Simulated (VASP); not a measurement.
# Ti16O31F (a cell with a defect) in VASP: single point with PBE

Aim: the single point of Ti16O31F (a cell with a defect) with PBE.

Everything below comes from runs of VASP 6.6.1. Logs are shortened: lines on timing, memory, paths and dates and some standing lists are left out, and cuts for length are marked.

### Step 1. The cell of the first run

The cell holds a defect, 48 atoms: a = 7.613 Å, b = 7.613 Å, c = 15.579 Å, α = 124.69°, β = 124.69°, γ = 59.31°.

### Step 2. Single point, PBE

File INCAR:

```
ALGO = Normal
EDIFF = 1E-6
ENCUT = 520
GGA = PE
ISIF = 2
ISMEAR = -1
LASPH = True
LCHARG = True
LELF = True
LREAL = Auto
LUSENCCL = False
LVHAR = True
LWAVE = False
NBANDS = 222
NELECT = 384.0
NELM = 100
PREC = Accurate
SIGMA = 0.01
```

File KPOINTS:

```
k-points
0
Gamma
  3 3 2
```

File POSCAR:

```
Ti16O31F
1.0
   -1.9283261078      3.7669370000      6.3289668713
   -1.9283261078     -3.7669370000      6.3289668713
   14.2354804940      0.0000000000     -6.3289668713
Ti F O
16 1 31
Direct
    0.7604760000      0.7604760000      0.8047140000
    0.2604760000      0.2604760000      0.8047140000
    0.2604760000      0.7604760000      0.3047140000
    0.7604760000      0.2604760000      0.3047140000
    0.4051635000      0.4051635000      0.0999290000
    0.9051635000      0.9051635000      0.0999290000
    0.9051635000      0.4051635000      0.5999290000
    0.4051635000      0.9051635000      0.5999290000
    0.2395240000      0.2395240000      0.1952860000
    0.7395240000      0.7395240000      0.1952860000
    0.7395240000      0.2395240000      0.6952860000
    0.2395240000      0.7395240000      0.6952860000
    0.5948365000      0.5948365000      0.9000710000
    0.0948365000      0.0948365000      0.9000710000
    0.0948365000      0.5948365000      0.4000710000
    0.5948365000      0.0948365000      0.4000710000
    0.2141657500      0.2141657500      0.0583525000
    0.7141657500      0.7141657500      0.0583525000
    0.7141657500      0.2141657500      0.5583525000
    0.2141657500      0.7141657500      0.5583525000
    0.6723360000      0.6723360000      0.6380690000
    0.1723360000      0.1723360000      0.6380690000
    0.1723360000      0.6723360000      0.1380690000
    0.6723360000      0.1723360000      0.1380690000
    0.0687602500      0.0687602500      0.1328115000
    0.5687602500      0.5687602500      0.1328115000
    0.5687602500      0.0687602500      0.6328115000
    0.0687602500      0.5687602500      0.6328115000
    0.7858342500      0.7858342500      0.9416475000
    0.2858342500      0.2858342500      0.9416475000
    0.2858342500      0.7858342500      0.4416475000
    0.7858342500      0.2858342500      0.4416475000
    0.5420057500      0.5420057500      0.7365115000
    0.0420057500      0.0420057500      0.7365115000
    0.0420057500      0.5420057500      0.2365115000
    0.5420057500      0.0420057500      0.2365115000
    0.9312397500      0.9312397500      0.8671885000
    0.4312397500      0.4312397500      0.8671885000
    0.4312397500      0.9312397500      0.3671885000
    0.9312397500      0.4312397500      0.3671885000
    0.4579942500      0.4579942500      0.2634885000
    0.9579942500      0.9579942500      0.2634885000
    0.9579942500      0.4579942500      0.7634885000
    0.4579942500      0.9579942500      0.7634885000
    0.3276640000      0.3276640000      0.3619310000
    0.8276640000      0.8276640000      0.3619310000
    0.8276640000      0.3276640000      0.8619310000
    0.3276640000      0.8276640000      0.8619310000
```

Potentials or basis: VASP PAW PBE potentials, release 64 (Ti_sv, F, O).

Launch:

```
> cat potpaw_PBE.64/Ti_sv/POTCAR potpaw_PBE.64/F/POTCAR potpaw_PBE.64/O/POTCAR > POTCAR
> mpirun -np 1 vasp_std > vasp.out
```

OUTCAR:

```text
EDIFF = 1E-6
   ENCUT = 520
   GGA = PE
   ISIF = 2
   ISMEAR = -1
   LASPH = True
   LREAL = Auto
   NELECT = 384.0
   NELM = 100
   PREC = Accurate

 ion  position               nearest neighbor table
   1  0.760  0.760  0.805-  37 1.78  29 1.93  43 1.96  44 1.96  21 2.03  33 2.34
   2  0.260  0.260  0.805-  38 1.78  30 1.93  43 1.96  44 1.96  22 2.03  34 2.34
   3  0.260  0.760  0.305-  39 1.78  31 1.93  41 1.96  42 1.96  23 2.03  35 2.34
   4  0.760  0.260  0.305-  40 1.78  32 1.93  41 1.96  42 1.96  24 2.03  36 2.34
   5  0.405  0.405  0.100-  30 1.86  26 1.87  23 1.94  24 1.94  41 2.16  17 2.16
   6  0.905  0.905  0.100-  29 1.86  25 1.87  23 1.94  24 1.94  42 2.16  18 2.16
[... 8 lines left out ...]
  15  0.095  0.595  0.400-  20 1.86  40 1.87  45 1.94  46 1.94  35 2.16  31 2.16
  16  0.595  0.095  0.400-  19 1.86  39 1.87  45 1.94  46 1.94  36 2.16  32 2.16
  17  0.214  0.214  0.058-  14 1.86   9 1.93   5 2.16
  18  0.714  0.714  0.058-  13 1.86  10 1.93   6 2.16
  19  0.714  0.214  0.558-  16 1.86  11 1.93   7 2.16
  20  0.214  0.714  0.558-  15 1.86  12 1.93   8 2.16
  21  0.672  0.672  0.638-   7 1.94   8 1.94   1 2.03
  22  0.172  0.172  0.638-   7 1.94   8 1.94   2 2.03
[... 9 lines left out ...]
  32  0.786  0.286  0.442-   7 1.86   4 1.93  16 2.16
  33  0.542  0.542  0.737-  11 1.96  12 1.96  13 2.16   1 2.34
  34  0.042  0.042  0.737-  11 1.96  12 1.96  14 2.16   2 2.34
  35  0.042  0.542  0.237-   9 1.96  10 1.96  15 2.16   3 2.34
  36  0.542  0.042  0.237-   9 1.96  10 1.96  16 2.16   4 2.34
  37  0.931  0.931  0.867-   1 1.78  14 1.87
  38  0.431  0.431  0.867-   2 1.78  13 1.87
  39  0.431  0.931  0.367-   3 1.78  16 1.87
  40  0.931  0.431  0.367-   4 1.78  15 1.87
  41  0.458  0.458  0.263-   3 1.96   4 1.96   5 2.16   9 2.34
  42  0.958  0.958  0.263-   3 1.96   4 1.96   6 2.16  10 2.34
  43  0.958  0.458  0.763-   1 1.96   2 1.96   7 2.16  11 2.34
  44  0.458  0.958  0.763-   1 1.96   2 1.96   8 2.16  12 2.34
  45  0.328  0.328  0.362-  15 1.94  16 1.94   9 2.03
  46  0.828  0.828  0.362-  15 1.94  16 1.94  10 2.03
  47  0.828  0.328  0.862-  13 1.94  14 1.94  11 2.03
  48  0.328  0.828  0.862-  13 1.94  14 1.94  12 2.03

  Warning from LATTYP: Got some problem with cell dimensions!
  Tried to take original basis but could not verify dimensions!
  LATTYP: Found a base centered monoclinic cell.
 ALAT       =    13.2324243034
 B/A-ratio  =     0.5693494878
 C/A-ratio  =     0.9186760310
 COS(beta)  =    -0.2491902510

  Lattice vectors:

 A1 = (   1.9283261078,  -3.7669370000,  -6.3289668713)
 A2 = (   1.9283261078,   3.7669370000,  -6.3289668713)
 A3 = (  10.3788282784,  -0.0000000000,   6.3289668713)

Analysis of symmetry for initial positions (statically):
=====================================================================
 Subroutine PRICEL returns:
 Original cell was already a primitive cell.

 Routine SETGRP: Setting up the symmetry group for a
 base centered monoclinic supercell.

 Subroutine GETGRP returns: Found  2 space group operations
 (whereof  2 operations were pure point group operations)
 out of a pool of  4 trial point group operations.

The static configuration has the point symmetry C_1h.

Analysis of symmetry for dynamics (positions and initial velocities):
=====================================================================
 Subroutine PRICEL returns:
 Original cell was already a primitive cell.

 Routine SETGRP: Setting up the symmetry group for a
 base centered monoclinic supercell.

 Subroutine GETGRP returns: Found  2 space group operations
 (whereof  2 operations were pure point group operations)
 out of a pool of  4 trial point group operations.

The dynamic configuration has the point symmetry C_1h.

 Subroutine INISYM returns: Found  2 space group operations
 (whereof  2 operations are pure point group operations),
 and found     1 'primitive' translations

----------------------------------------------------------------------------------------

                                     Primitive cell

  volume of cell :     586.8253

  direct lattice vectors                    reciprocal lattice vectors
    -1.928326108  3.766937000  6.328966871     0.040626776  0.132733837  0.091380107
    -1.928326108 -3.766937000  6.328966871     0.040626776 -0.132733837  0.091380107
    14.235480494  0.000000000 -6.328966871     0.081253551  0.000000000  0.024756544

  length of vectors
     7.613414319  7.613414319 15.578983489     0.166190043  0.166190043  0.084941309

  position of ions in fractional coordinates (direct lattice)
     0.760476000  0.760476000  0.804714000
     0.260476000  0.260476000  0.804714000
     0.260476000  0.760476000  0.304714000
     0.760476000  0.260476000  0.304714000
     0.405163500  0.405163500  0.099929000
     0.905163500  0.905163500  0.099929000
[... 40 lines left out ...]
     0.827664000  0.327664000  0.861931000
     0.327664000  0.827664000  0.861931000

  ion indices of the primitive-cell ions
   primitive index   ion index
                 1           1
                 2           2
                 3           3
                 4           4
                 5           5
                 6           6
[... 40 lines left out ...]
                47          47
                48          48

----------------------------------------------------------------------------------------

 KPOINTS: k-points

Automatic generation of k-mesh.
 Grid dimensions read from file:
 generate k-points for:    3    3    2

 Generating k-lattice:

  Cartesian coordinates                     Fractional coordinates (reciprocal lattice)
     0.013542259  0.044244612  0.030460036     0.333333333  0.000000000  0.000000000
     0.013542259 -0.044244612  0.030460036     0.000000000  0.333333333  0.000000000
     0.040626776  0.000000000  0.012378272    -0.000000000 -0.000000000  0.500000000

  Length of vectors
     0.055396681  0.055396681  0.042470655

  Shift w.r.t. Gamma in fractional coordinates (k-lattice)
     0.000000000  0.000000000  0.000000000

 Subroutine IBZKPT returns following result:
 ===========================================

 Found      8 irreducible k-points:

 Following reciprocal coordinates:
            Coordinates               Weight
  0.000000  0.000000  0.000000      1.000000
  0.333333  0.000000  0.000000      4.000000
  0.333333  0.333333  0.000000      2.000000
 -0.333333  0.333333  0.000000      2.000000
  0.000000  0.000000  0.500000      1.000000
  0.333333  0.000000  0.500000      4.000000
  0.333333  0.333333  0.500000      2.000000
 -0.333333  0.333333  0.500000      2.000000
   k-points           NKPTS =      8   k-points in BZ     NKDIM =      8   number of bands    NBANDS=    222
   number of dos      NEDOS =    301   number of ions     NIONS =     48
   total plane-waves  NPLWV = 432000
   dimension x,y,z NGX =    60 NGY =   60 NGZ =  120
   dimension x,y,z NGXF=   120 NGYF=  120 NGZF=  240
   ions per type =              16   1  31
   NGX,Y,Z   is equivalent  to a cutoff of  13.10, 13.10, 12.81 a.u.
   NGXF,Y,Z  is equivalent  to a cutoff of  26.20, 26.20, 25.61 a.u.
 SYSTEM =  unknown system
   PREC   = accura    normal or accurate (medium, high low for compatibility)
   ISTART =      0    job   : 0-new  1-cont  2-samecut
   ICHARG =      2    charge: 1-file 2-atom 10-const
   ISPIN  =      1    spin polarized calculation?
   LNONCOLLINEAR =      F non collinear calculations
   LSORBIT =      F    spin-orbit coupling
   LASPH  =      T    aspherical Exc in radial PAW
   ENCUT  =  520.0 eV  38.22 Ry    6.18 a.u.  14.16 14.16 28.97*2*pi/ulx,y,z
   NELM   =    100;   NELMIN=  2; NELMDL= -5     # of ELM steps
   EDIFF  = 0.1E-05   stopping-criterion for ELM
   LREAL  =      T    real-space projection
   EDIFFG = 0.1E-04   stopping-criterion for IOM
   NSW    =      0    number of steps for IOM
   IBRION =     -1    ionic relax: 0-MD 1-quasi-New 2-CG
   NFREE  =      0    steps in history (QN), initial steepest desc. (CG)
   ISIF   =      2    stress and relaxation
   ISYM   =      2    0-nonsym 1-usesym 2-fastsym
   POTIM  = 0.5000    time-step for ionic-motion
   TEBEG  =    0.0;   TEEND  =   0.0 temperature during run
   PSTRESS=    0.0 pullay stress
   NELECT =     384.0000    total number of electrons
   NUPDOWN=      -1.0000    fix difference up-down
   EMIN   =  10.00;   EMAX   =-10.00  energy-range for DOS
   EFERMI =   0.00;   METHOD = LEGACY
   ISMEAR =    -1;   SIGMA  =   0.01  broadening in eV -4-tet -1-fermi 0-gaus
   EFERMI_NEDOS =   21; number of points for ismear=-14 and -15
   IALGO  =     38    algorithm
   IMIX   =      4    mixing-type and parameters
     AMIX     =   0.40;   BMIX     =  1.00
     AMIX_MAG =   1.60;   BMIX_MAG =  1.00
  volume/ion in A,a.u.               =      12.23        82.50
  Fermi-wavevector in a.u.,A,eV,Ry     =   1.421289  2.685846 27.484606  2.020062
  Thomas-Fermi vector in A             =   2.542114
   LORBIT       =      0    0 simple, 1 ext, 2 COOP (PROOUT), +10 PAW based schemes
   GGA     = PE    functional components
   LHFCALC =     F    Hartree Fock is set to
   AEXX    =    0.0000 exact exchange contribution
   IVDW    =     0    specifies the selected vdW correction
   LEPSILON=     F    determine dielectric tensor
   LRPA    =     F    only Hartree local field effects (RPA)
 non-spin polarized calculation
  energy-cutoff  :      520.00
  volume of cell :      586.83
 maximum number of plane-waves:     15830
 NGX is ok and might be reduce to    60
   NGX = 29   NGY = 29   NGZ = 57

 number of electron     384.0000003 magnetization

 Free energy of the ion-electron system (eV)
  ---------------------------------------------------
  ext. energy  EPLUGINS =         0.00000000
  ---------------------------------------------------
  free energy    TOTEN  =      -432.52383063 eV

  energy without entropy =     -432.52383063  energy(sigma->0) =     -432.52383063

 E-fermi :   2.9952     XC(G=0): -10.2409

 val. band max:        2.6375081656   @ k =   0.0000   0.0000   0.5000
 cond. band min:       5.0300534561   @ k =   0.0000   0.0000   0.0000
 fundamental gap:      2.3925452905
 Fermi energy:         2.9952305316

 k-point     1 :       0.0000    0.0000    0.0000
  band No.  band energies     occupation
      1     -54.4117      2.00000
      2     -54.1607      2.00000
      3     -53.9424      2.00000
      4     -53.7808      2.00000
      5     -53.7098      2.00000
      6     -53.6532      2.00000
[... 1645 lines left out ...]
    203       5.7788      0.00000
    204       5.8330      0.00000
 [bands above 204 left out]

------------------------ aborting loop because EDIFF is reached ----------------------------------------

  FORCE on cell =-STRESS in cart. coord.  units (eV):
  Direction    XX          YY          ZZ          XY          YZ          ZX
  --------------------------------------------------------------------------------------
  -------------------------------------------------------------------------------------
  Total       -6.0410480    -13.0362313    -11.8353346      0.0000000      0.0000000      0.2133734
  in kB      -16.4935464    -35.5921166    -32.3133734      0.0000000      0.0000000      0.5825618
  external PRESSURE =     -28.1330121 kB  Pullay stress =       0.0000000 kB

 VOLUME and BASIS-vectors are now :
 -----------------------------------------------------------------------------
  energy-cutoff  :      520.00
  volume of cell :      586.83
      direct lattice vectors                 reciprocal lattice vectors
    -1.928326108  3.766937000  6.328966871     0.040626776  0.132733837  0.091380107
    -1.928326108 -3.766937000  6.328966871     0.040626776 -0.132733837  0.091380107
    14.235480494  0.000000000 -6.328966871     0.081253551  0.000000000  0.024756544

 POSITION                                       TOTAL-FORCE (eV/Angst)
 -----------------------------------------------------------------------------------
      8.52260      0.00000      4.53305        -0.368104      0.000000     -0.615223
     10.45093      0.00000     -1.79592        -0.606062      0.000000      0.213131
      2.36902     -1.88347      4.53305         0.599479     -0.227697      0.433668
      2.36902      1.88347      4.53305         0.599479      0.227697      0.433668
     -0.14004      0.00000      4.49609        -0.019783      0.000000      2.879641
     -2.06836      0.00000     10.82505        -0.038602      0.000000     -0.434868
[... 40 lines left out ...]
     10.04215      1.88347      1.85690         0.515591      0.709400      0.048216
     10.04215     -1.88347      1.85690         0.515591     -0.709400      0.048216
 -----------------------------------------------------------------------------------
    total drift:                                0.001641      0.000000      0.000548

  FREE ENERGIE OF THE ION-ELECTRON SYSTEM (eV)
  ---------------------------------------------------
  free  energy   TOTEN  =      -432.5238306266 eV

  energy  without entropy=     -432.5238306266  energy(sigma->0) =     -432.52383063
```

It took 7.4 min on 1 × NVIDIA H100 80GB with 1 thread of AMD EPYC 7R13 (Zen 3), shared host; peak memory 2.1 GiB.

What came out:

```yaml
Free_energy: -432.5238 eV
Largest_force: 4.456 eV/Å
```

Forces on the atoms (eV/Å):
```
Ti  -0.368  0.000 -0.615
Ti  -0.606  0.000  0.213
Ti   0.599 -0.228  0.434
Ti   0.599  0.228  0.434
Ti  -0.020  0.000  2.880
Ti  -0.039  0.000 -0.435
Ti  -0.060  0.032  0.080
Ti  -0.060 -0.032  0.080
Ti   3.741  0.000 -0.875
Ti   0.178  0.000  0.015
Ti  -0.556 -0.209 -0.324
Ti  -0.556  0.209 -0.324
Ti  -0.152  0.000 -0.258
Ti  -4.246  0.000 -1.350
Ti   0.430 -0.216  0.000
Ti   0.430  0.216  0.000
F    0.505  0.000  0.197
O    0.022  0.000  0.038
O   -0.022 -0.001 -0.083
O   -0.022  0.001 -0.083
O    0.227  0.000  0.038
O    0.206  0.000  0.005
O   -0.226  0.345 -0.247
O   -0.226 -0.345 -0.247
O   -0.214  0.000  0.914
O    0.020  0.000 -0.717
O    0.107  0.014  0.194
O    0.107 -0.014  0.194
O    0.193  0.000  0.098
O    1.009  0.000 -0.619
O   -0.207  0.028 -0.046
O   -0.207 -0.028 -0.046
O    0.175  0.000  0.014
O    0.704  0.000 -0.100
O   -0.470  0.493 -0.119
O   -0.470 -0.493 -0.119
O    0.267  0.000  1.328
O    0.017  0.000  0.177
O   -0.134 -0.005 -0.129
O   -0.134  0.005 -0.129
O   -0.594  0.000 -0.495
O   -0.154  0.000 -0.038
O    0.122 -0.025  0.045
O    0.122  0.025  0.045
O   -0.832  0.000 -0.102
O   -0.240  0.000 -0.017
O    0.516  0.709  0.048
O    0.516 -0.709  0.048
```

Levels at points of the mesh, in eV from the Fermi level:
| k point | band 190 | band 191 | band 192 | band 193 | band 194 | band 195 |
| --- | --- | --- | --- | --- | --- | --- |
| (0.00, 0.00, 0.00) | -0.54 | -0.49 | -0.36 | 2.03 | 2.24 | 2.25 |
| (0.00, 0.00, 0.50) | -0.55 | -0.54 | -0.36 | 2.04 | 2.22 | 2.24 |

Caveat: the cell carries a net charge on a neutralising background, which shifts energy and pressure; the cell is charged against a uniform background, so pressure and absolute levels hang on convention.
